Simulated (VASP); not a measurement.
Ag: relaxation of cell and atoms with PBE

Ag:

```xyz
3
Lattice="3.8848 0.0000 0.0000 -1.9424 3.3644 0.0000 0.0000 0.0000 2.4086" Properties=species:S:1:pos:R:3 pbc="T T T"
Ag    0.0000    0.0000    0.0000
Ag    0.0000    2.2429    1.2043
Ag    1.9424    1.1215    1.2043
```

This isn't the form of Ag at room conditions, which is fcc.

```yaml
Program: VASP 6.6.1
Task: relaxation of cell and atoms
Functional: PBE
Potentials_or_basis: VASP PAW PBE potentials, release 64 (Ag)
Cutoff: 600 eV
k_mesh: 9 × 9 × 13
Occupations: fermi-dirac, width 0.1 eV
Spin: no spin polarisation
Target_pressure: 220 GPa
Dipole_correction: no
Further_INCAR_settings: ALGO = Normal; EDIFF = 1e-06; IBRION = 2; EDIFFG = -0.005; NSW = 60; ISIF = 3
```

```yaml
Relaxed_volume: 10.53 Å³/atom
Relaxed_cell: a = 3.936 Å, b = 3.936 Å, c = 2.355 Å, α = 90.00°, β = 90.00°, γ = 120.00°
Space_group_after_relaxing_to_0.1_Å: P6/mmm (No. 191)
Energy_change_on_relaxing_the_run_minimises_the_enthalpy: -81.8 meV/atom
Ionic_steps: 8
Pressure_after_relaxing: 220.0 GPa
Band_gap_on_the_k_mesh: zero (an odd number of electrons rules out a gap without spin polarisation)
```

Step by step:
| step | energy change (eV) | largest force (eV/Å) | pressure (GPa) | volume (Å³) |
| --- | --- | --- | --- | --- |
| 1 | 0.0000 | 0.0000 | 224.53 | 31.48 |
| 2 | -1.1233 | 0.0000 | 193.72 | 32.70 |
| 3 | -0.5797 | 0.0000 | 212.34 | 31.84 |
| 4 | 2.0848 | 0.0000 | 273.21 | 30.11 |
| 5 | -0.2819 | 0.0000 | 219.15 | 31.62 |
| 6 | -0.2676 | 0.0000 | 219.51 | 31.61 |
| 7 | -0.1951 | 0.0000 | 221.15 | 31.56 |
| 8 | -0.2455 | 0.0000 | 220.01 | 31.59 |

Final structure:
```
Ag
1.0
     3.93573    0.00000    0.00000
    -1.96787    3.40845    0.00000
     0.00000    0.00000    2.35512
Ag
3
Direct
  0.00000 0.00000 0.00000
  0.33333 0.66667 0.50000
  0.66667 0.33333 0.50000
```

Levels at points of the mesh, in eV from the Fermi level:
```tsv
k point	band 13	band 14	band 15	band 16	band 17	band 18	band 19	band 20
(0.00, 0.00, 0.00)	-5.96	-5.96	-3.38	-3.38	6.44	6.44	6.52	6.52
```

Run time: 82 s on 1 thread of Intel(R) Xeon(R) 6975P-C (Granite Rapids), with other jobs on the host, peak memory 0.2 GiB.

Caveat: the cell is relaxed towards a set pressure, so the run minimises the enthalpy, not the energy.
